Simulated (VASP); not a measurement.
# NbP (I4_1md) in VASP: a series of runs

NbP is run at these levels: LDA, PBE; tasks: single point.

Program: VASP 6.6.1. These are calculated values, not measurements. Logs are shortened: lines on timing, memory, paths and dates and some standing lists are left out, and cuts for length are marked.

**1. The cell of the first run**

The structure is tetragonal, space group I4_1md (No. 109). The conventional cell has a = 3.350 Å, b = 3.350 Å, c = 11.480 Å, α = 90.00°, β = 90.00°, γ = 90.00°. Nb (site symmetry 2mm) has 6 P at 2.55 Å and 8 Nb at 3.32 to 3.35 Å within 3.4 Å. P (site symmetry 2mm) has 6 Nb at 2.55 Å and 8 P at 3.32 to 3.35 Å within 3.4 Å.

**2. Single point, LDA**

Contents of INCAR:

```
SYSTEM = NbP
ALGO = Normal
EDIFF = 1E-6
ENCUT = 520
ISIF = 2
ISMEAR = -1
LASPH = .True.
LCHARG = .False.
LREAL = .False.
LWAVE = .False.
NBANDS = 26
NELM = 60
PREC = Accurate
SIGMA = 0.05
```

Contents of KPOINTS:

```
k-points
0
Gamma
  11 11 11
  0 0 0
```

Contents of POSCAR:

```
NbP
1.0
   -1.6749232544      1.6749232544      5.7401081759
    1.6749232544     -1.6749232544      5.7401081759
    1.6749232544      1.6749232544     -5.7401081759
Nb P
2 2
Direct
    0.2498808000      0.7498808000      0.5000000000
    0.4998808000      0.4998808000      0.0000000000
    0.8327477700      0.3327477700      0.5000000000
    0.0827477700      0.0827477700      0.0000000000
```

Potentials or basis: VASP PAW LDA potentials, release 64 (Nb_sv, P).

Command:

```bash
$ cat potpaw_LDA.64/Nb_sv/POTCAR potpaw_LDA.64/P/POTCAR > POTCAR
$ mpirun -np 1 vasp_std > vasp.out
```

OUTCAR:

```text
SYSTEM = NbP
   EDIFF = 1E-6
   ENCUT = 520
   ISIF = 2
   ISMEAR = -1
   LASPH = .True.
   LREAL = .False.
   NELM = 60
   PREC = Accurate

 ion  position               nearest neighbor table
   1  0.250  0.750  0.500-   4 2.55   4 2.55   3 2.55   3 2.55   3 2.55   3 2.55
   2  0.500  0.500  0.000-   3 2.55   3 2.55   4 2.55   4 2.55   4 2.55   4 2.55
   3  0.833  0.333  0.500-   2 2.55   2 2.55   1 2.55   1 2.55   1 2.55   1 2.55
   4  0.083  0.083  0.000-   1 2.55   1 2.55   2 2.55   2 2.55   2 2.55   2 2.55

  LATTYP: Found a body centered tetragonal cell.
 ALAT       =     3.3498465088
 C/A-ratio  =     3.4270872775

  Lattice vectors:

 A1 = (  -1.6749232544,   1.6749232544,   5.7401081759)
 A2 = (   1.6749232544,  -1.6749232544,   5.7401081759)
 A3 = (   1.6749232544,   1.6749232544,  -5.7401081759)

Analysis of symmetry for initial positions (statically):
=====================================================================
 Subroutine PRICEL returns:
 Original cell was already a primitive cell.

 Routine SETGRP: Setting up the symmetry group for a
 body centered tetragonal supercell.

 Subroutine GETGRP returns: Found  8 space group operations
 (whereof  4 operations were pure point group operations)
 out of a pool of 16 trial point group operations.

The static configuration has the point symmetry C_2v.
 The point group associated with its full space group is C_4v.

Analysis of symmetry for dynamics (positions and initial velocities):
=====================================================================
 Subroutine PRICEL returns:
 Original cell was already a primitive cell.

 Routine SETGRP: Setting up the symmetry group for a
 body centered tetragonal supercell.

 Subroutine GETGRP returns: Found  8 space group operations
 (whereof  4 operations were pure point group operations)
 out of a pool of 16 trial point group operations.

The dynamic configuration has the point symmetry C_2v.
 The point group associated with its full space group is C_4v.

 Subroutine INISYM returns: Found  8 space group operations
 (whereof  4 operations are pure point group operations),
 and found     1 'primitive' translations

----------------------------------------------------------------------------------------

                                     Primitive cell

  volume of cell :      64.4125

  direct lattice vectors                    reciprocal lattice vectors
    -1.674923254  1.674923254  5.740108176     0.000000000  0.298521140  0.087106372
     1.674923254 -1.674923254  5.740108176     0.298521140  0.000000000  0.087106372
     1.674923254  1.674923254 -5.740108176     0.298521140  0.298521140  0.000000000

  length of vectors
     6.209635874  6.209635874  6.209635874     0.310970081  0.310970081  0.422172645

  position of ions in fractional coordinates (direct lattice)
     0.249880800  0.749880800  0.500000000
     0.499880800  0.499880800  0.000000000
     0.832747770  0.332747770  0.500000000
     0.082747770  0.082747770  0.000000000

  ion indices of the primitive-cell ions
   primitive index   ion index
                 1           1
                 2           2
                 3           3
                 4           4

----------------------------------------------------------------------------------------

 KPOINTS: k-points

Automatic generation of k-mesh.
 Grid dimensions read from file:
 generate k-points for:   11   11   11

 Generating k-lattice:

  Cartesian coordinates                     Fractional coordinates (reciprocal lattice)
     0.000000000  0.027138285  0.007918761     0.090909091  0.000000000 -0.000000000
     0.027138285  0.000000000  0.007918761     0.000000000  0.090909091 -0.000000000
     0.027138285  0.027138285  0.000000000     0.000000000  0.000000000  0.090909091

  Length of vectors
     0.028270007  0.028270007  0.038379331

  Shift w.r.t. Gamma in fractional coordinates (k-lattice)
     0.000000000  0.000000000  0.000000000

 Subroutine IBZKPT returns following result:
 ===========================================

 Found    126 irreducible k-points:

 Following reciprocal coordinates:
            Coordinates               Weight
  0.000000  0.000000  0.000000      1.000000
  0.090909  0.000000 -0.000000      8.000000
  0.181818 -0.000000  0.000000      8.000000
  0.272727 -0.000000  0.000000      8.000000
  0.363636 -0.000000  0.000000      8.000000
  0.454545  0.000000  0.000000      8.000000
[... 16 lines left out ...]
 -0.272727  0.181818  0.000000     16.000000
 -0.181818  0.181818  0.000000      4.000000
 [... further k-points ...]
   k-points           NKPTS =    126   k-points in BZ     NKDIM =    126   number of bands    NBANDS=     26
   number of dos      NEDOS =    301   number of ions     NIONS =      4
   total plane-waves  NPLWV = 110592
   dimension x,y,z NGX =    48 NGY =   48 NGZ =   48
   dimension x,y,z NGXF=    96 NGYF=   96 NGZF=   96
   ions per type =               2   2
   NGX,Y,Z   is equivalent  to a cutoff of  12.85, 12.85, 12.85 a.u.
   NGXF,Y,Z  is equivalent  to a cutoff of  25.70, 25.70, 25.70 a.u.
 SYSTEM =  NbP
   PREC   = accura    normal or accurate (medium, high low for compatibility)
   ISTART =      0    job   : 0-new  1-cont  2-samecut
   ICHARG =      2    charge: 1-file 2-atom 10-const
   ISPIN  =      1    spin polarized calculation?
   LNONCOLLINEAR =      F non collinear calculations
   LSORBIT =      F    spin-orbit coupling
   LASPH  =      T    aspherical Exc in radial PAW
   ENCUT  =  520.0 eV  38.22 Ry    6.18 a.u.  11.55 11.55 11.55*2*pi/ulx,y,z
   NELM   =     60;   NELMIN=  2; NELMDL= -5     # of ELM steps
   EDIFF  = 0.1E-05   stopping-criterion for ELM
   LREAL  =      F    real-space projection
   EDIFFG = 0.1E-04   stopping-criterion for IOM
   NSW    =      0    number of steps for IOM
   IBRION =     -1    ionic relax: 0-MD 1-quasi-New 2-CG
   NFREE  =      0    steps in history (QN), initial steepest desc. (CG)
   ISIF   =      2    stress and relaxation
   ISYM   =      2    0-nonsym 1-usesym 2-fastsym
   POTIM  = 0.5000    time-step for ionic-motion
   TEBEG  =    0.0;   TEEND  =   0.0 temperature during run
   PSTRESS=    0.0 pullay stress
   NELECT =      36.0000    total number of electrons
   NUPDOWN=      -1.0000    fix difference up-down
   EMIN   =  10.00;   EMAX   =-10.00  energy-range for DOS
   EFERMI =   0.00;   METHOD = LEGACY
   ISMEAR =    -1;   SIGMA  =   0.05  broadening in eV -4-tet -1-fermi 0-gaus
   EFERMI_NEDOS =   21; number of points for ismear=-14 and -15
   IALGO  =     38    algorithm
   IMIX   =      4    mixing-type and parameters
     AMIX     =   0.40;   BMIX     =  1.00
     AMIX_MAG =   1.60;   BMIX_MAG =  1.00
  volume/ion in A,a.u.               =      16.10       108.67
  Fermi-wavevector in a.u.,A,eV,Ry     =   1.348504  2.548304 24.741706  1.818464
  Thomas-Fermi vector in A             =   2.476168
   LORBIT       =      0    0 simple, 1 ext, 2 COOP (PROOUT), +10 PAW based schemes
   GGA     = CA    functional components
   LHFCALC =     F    Hartree Fock is set to
   AEXX    =    0.0000 exact exchange contribution
   IVDW    =     0    specifies the selected vdW correction
   LEPSILON=     F    determine dielectric tensor
   LRPA    =     F    only Hartree local field effects (RPA)
 non-spin polarized calculation
  energy-cutoff  :      520.00
  volume of cell :       64.41
 maximum number of plane-waves:      1751
 NGX is ok and might be reduce to    48
   NGX = 23   NGY = 23   NGZ = 23

 number of electron      35.9999999 magnetization

 Free energy of the ion-electron system (eV)
  ---------------------------------------------------
  ext. energy  EPLUGINS =         0.00000000
  ---------------------------------------------------
  free energy    TOTEN  =       -38.93848620 eV

  energy without entropy =      -38.93276175  energy(sigma->0) =      -38.93562397

 E-fermi :  10.4076     XC(G=0): -12.1519

 val. band max:       10.3954430955   @ k =  -0.0909   0.4545   0.0909
 cond. band min:      10.4359261587   @ k =  -0.0909  -0.4545   0.0909
 fundamental gap:      0.0404830632
 Fermi energy:        10.4076328874

 k-point     1 :       0.0000    0.0000    0.0000
  band No.  band energies     occupation
      1     -44.2052      2.00000
      2     -44.1672      2.00000
      3     -20.6398      2.00000
      4     -20.4395      2.00000
      5     -20.4395      2.00000
      6     -20.2916      2.00000
[... 18 lines left out ...]
     25      14.4753      0.00000
     26      14.4766      0.00000

 k-point     2 :       0.0909    0.0000   -0.0000
  band No.  band energies     occupation
      1     -44.2032      2.00000
      2     -44.1664      2.00000
      3     -20.6322      2.00000
      4     -20.4618      2.00000
      5     -20.4378      2.00000
      6     -20.3140      2.00000
[... 18 lines left out ...]
     25      14.4929      0.00000
     26      14.8638      0.00000

 k-point     3 :       0.1818   -0.0000    0.0000
  band No.  band energies     occupation
      1     -44.1977      2.00000
      2     -44.1644      2.00000
      3     -20.6149      2.00000
      4     -20.5171      2.00000
      5     -20.4330      2.00000
      6     -20.3691      2.00000
[... 18 lines left out ...]
     25      14.8948      0.00000
     26      15.6863      0.00000

 k-point     4 :       0.2727   -0.0000    0.0000
  band No.  band energies     occupation
      1     -44.1903      2.00000
      2     -44.1619      2.00000
      3     -20.6284      2.00000
      4     -20.5528      2.00000
      5     -20.4344      2.00000
      6     -20.4267      2.00000
[... 18 lines left out ...]
     25      15.1218      0.00000
     26      16.4256      0.00000
[... 496 lines left out ...]
      1     -44.1778      2.00000
      2     -44.1553      2.00000
      3     -20.6753      2.00000
      4     -20.5443      2.00000
      5     -20.4951      2.00000
      6     -20.4668      2.00000
[... 18 lines left out ...]
     25      15.0028      0.00000
     26      16.6197      0.00000

 k-point    23 :      -0.2727    0.1818    0.0000
  band No.  band energies     occupation
      1     -44.1849      2.00000
      2     -44.1572      2.00000
      3     -20.6163      2.00000
      4     -20.5521      2.00000
      5     -20.4945      2.00000
      6     -20.4280      2.00000
[... 18 lines left out ...]
     25      15.0606      0.00000
     26      16.1899      0.00000

 k-point    24 :      -0.1818    0.1818    0.0000
  band No.  band energies     occupation
      1     -44.1918      2.00000
      2     -44.1601      2.00000
      3     -20.6029      2.00000
      4     -20.5208      2.00000
      5     -20.4957      2.00000
      6     -20.3686      2.00000
[... 18 lines left out ...]
     25      14.5685      0.00000
     26      15.7866      0.00000

 [... further k-points ...]

------------------------ aborting loop because EDIFF is reached ----------------------------------------

  FORCE on cell =-STRESS in cart. coord.  units (eV):
  Direction    XX          YY          ZZ          XY          YZ          ZX
  --------------------------------------------------------------------------------------
  -------------------------------------------------------------------------------------
  Total       -3.8300438     -3.8300438     -3.7496708      0.0000000      0.0000000      0.0000000
  in kB      -95.2674252    -95.2674252    -93.2682513      0.0000000      0.0000000      0.0000000
  external PRESSURE =     -94.6010339 kB  Pullay stress =       0.0000000 kB

 VOLUME and BASIS-vectors are now :
 -----------------------------------------------------------------------------
  energy-cutoff  :      520.00
  volume of cell :       64.41
      direct lattice vectors                 reciprocal lattice vectors
    -1.674923254  1.674923254  5.740108176     0.000000000  0.298521140  0.087106372
     1.674923254 -1.674923254  5.740108176     0.298521140  0.000000000  0.087106372
     1.674923254  1.674923254 -5.740108176     0.298521140  0.298521140  0.000000000

 POSITION                                       TOTAL-FORCE (eV/Angst)
 -----------------------------------------------------------------------------------
      1.67492      0.00000      2.86869        -0.000000     -0.000000      0.015146
      0.00000      0.00000      5.73874        -0.000000     -0.000000      0.015146
      0.00000      1.67492      3.82002         0.000000      0.000000     -0.015146
      0.00000      0.00000      0.94996         0.000000      0.000000     -0.015146
 -----------------------------------------------------------------------------------
    total drift:                               -0.000000     -0.000000      0.000312

  FREE ENERGIE OF THE ION-ELECTRON SYSTEM (eV)
  ---------------------------------------------------
  free  energy   TOTEN  =       -38.9384861951 eV

  energy  without entropy=      -38.9327617512  energy(sigma->0) =      -38.93562397
```

Wall time 7.6 min (1 thread of Intel Xeon Platinum 8259CL at 2.50GHz (Skylake/Cascade Lake), shared host); peak memory 0.37 GiB.

What came out:

```yaml
Free_energy: -38.9385 eV
Pressure: -9.5 GPa
Largest_force: 0.015 eV/Å
Band_gap_on_the_k_mesh: zero (filled and empty bands touch)
```

Forces in eV/Å, atoms in the order of the input:
```
Nb   0.000  0.000  0.015
Nb   0.000  0.000  0.015
P    0.000  0.000 -0.015
P    0.000  0.000 -0.015
```

Levels at points of the mesh, in eV from the Fermi level:
| k point | band 16 | band 17 | band 18 | band 19 | band 20 | band 21 |
| --- | --- | --- | --- | --- | --- | --- |
| (0.00, 0.00, 0.00) | -1.71 | -1.33 | -1.33 | 0.83 | 1.59 | 2.64 |

Caveat: the cell stands under tension.

**3. Single point, PBE**

Contents of INCAR:

```
SYSTEM = NbP
PREC = Accurate ; ENCUT = 520
EDIFF = 1E-7 ; ISMEAR = -1
SIGMA = 0.05 ; LREAL = .FALSE.
LASPH = .TRUE. ; NELM = 60
ALGO = Normal ; ISIF = 2
LWAVE = .FALSE. ; LCHARG = .FALSE.
GGA = PE ; NBANDS = 26
```

Contents of KPOINTS:

```
Automatic mesh
0
G
  11 11 11
  0 0 0
```

POSCAR is that of step 2.

Potentials or basis: VASP PAW PBE potentials, release 64 (Nb_sv, P).

Command:

```bash
$ cat potpaw_PBE.64/Nb_sv/POTCAR potpaw_PBE.64/P/POTCAR > POTCAR
$ mpirun -np 1 vasp_std > vasp.out
```

It took 8.4 min on 1 thread of Intel Xeon Platinum 8259CL at 2.50GHz (Skylake/Cascade Lake), shared host; peak memory 0.43 GiB.

It converged, with:

| Quantity | Value |
| --- | --- |
| Free energy | -35.3160 eV |
| Pressure | -1.5 GPa |
| Largest force | 0.015 eV/Å |
| Band gap on the k mesh | zero (filled and empty bands touch) |

Forces in eV/Å, atoms in the order of the input:
```
Nb   0.000  0.000  0.015
Nb   0.000  0.000  0.015
P    0.000  0.000 -0.015
P    0.000  0.000 -0.015
```

Stress tensor (GPa, compression positive):
```
-1.34  0.00  0.00
 0.00 -1.34  0.00
 0.00  0.00 -1.69
```

Levels at points of the mesh, in eV from the Fermi level:
```tsv
k point	band 14	band 15	band 16	band 17	band 18	band 19	band 20	band 21	band 22	band 23
(0.00, 0.00, 0.00)	-2.23	-2.13	-1.71	-1.36	-1.36	0.83	1.59	2.64	3.13	3.13
```

**4. Single point, PBE**

This run uses another cell than the first one, of 16.43 Å³/atom.

Contents of INCAR:

```
SYSTEM = NbP
  PREC = Accurate
  ENCUT = 520
  EDIFF = 1E-6
  ISMEAR = -1
  SIGMA = 0.05
  LREAL = .False.
  LASPH = .True.
  NELM = 100
  ALGO = Normal
  ISIF = 2
  LWAVE = .False.
  LCHARG = .False.
  GGA = PE
  NBANDS = 26
```

Contents of KPOINTS:

```
regular mesh
0
Gamma
  11 11 11
  0 0 0
```

Contents of POSCAR:

```
NbP
1.0
   -1.6860157846      1.6860157846      5.7781232452
    1.6860157846     -1.6860157846      5.7781232452
    1.6860157846      1.6860157846     -5.7781232452
Nb P
2 2
Direct
    0.2498808000      0.7498808000      0.5000000000
    0.4998808000      0.4998808000      0.0000000000
    0.8327477700      0.3327477700      0.5000000000
    0.0827477700      0.0827477700      0.0000000000
```

Command:

```bash
$ cat potpaw_PBE.64/Nb_sv/POTCAR potpaw_PBE.64/P/POTCAR > POTCAR
$ mpirun -np 1 vasp_std > vasp.out
```

It took 7.1 min on 1 thread of Intel Xeon Platinum 8259CL at 2.50GHz (Skylake/Cascade Lake), shared host; peak memory 0.44 GiB.

The run converged. Its results:

| Quantity | Value |
| --- | --- |
| Free energy | -35.2907 eV |
| Pressure | -4.9 GPa |
| Largest force | 0.008 eV/Å |
| Band gap on the k mesh | zero (filled and empty bands touch) |

Forces on the atoms (eV/Å):
```
Nb   0.000  0.000  0.008
Nb   0.000  0.000  0.008
P    0.000  0.000 -0.008
P    0.000  0.000 -0.008
```

Stress tensor (GPa, compression positive):
```
-5.01  0.00  0.00
 0.00 -5.01  0.00
 0.00  0.00 -4.81
```

Levels at points of the mesh, in eV from the Fermi level:
```
           k point  band 15  band 16  band 17  band 18  band 19  band 20  band 21  band 22
(0.00, 0.00, 0.00)    -2.07    -1.66    -1.35    -1.35     0.81     1.55     2.57     3.04
```

Caveat: the cell stands under tension.

**5. Overview**

```csv
level,potentials or basis,cell,gap on the mesh (eV),pressure (GPa),largest force (eV/Å)
LDA,"VASP PAW LDA potentials, release 64 (Nb_sv, P)","a = 6.210 Å, angles 148.7, 148.7, 44.8°, 4 atoms",none,-9.5,0.02
PBE,"VASP PAW PBE potentials, release 64 (Nb_sv, P)","a = 6.210 Å, angles 148.7, 148.7, 44.8°, 4 atoms",none,-1.5,0.01
PBE,"VASP PAW PBE potentials, release 64 (Nb_sv, P)","a = 6.251 Å, angles 148.7, 148.7, 44.8°, 4 atoms",none,-4.9,0.01
```

Alike in all rows: task single point; no spin polarisation; k mesh 11 × 11 × 11; cutoff (eV) 520; smearing fermi-dirac 0.05 eV.

Caveats: the cell stands under tension (at least some runs).

Absolute energies hang on the potentials; compare differences alone.
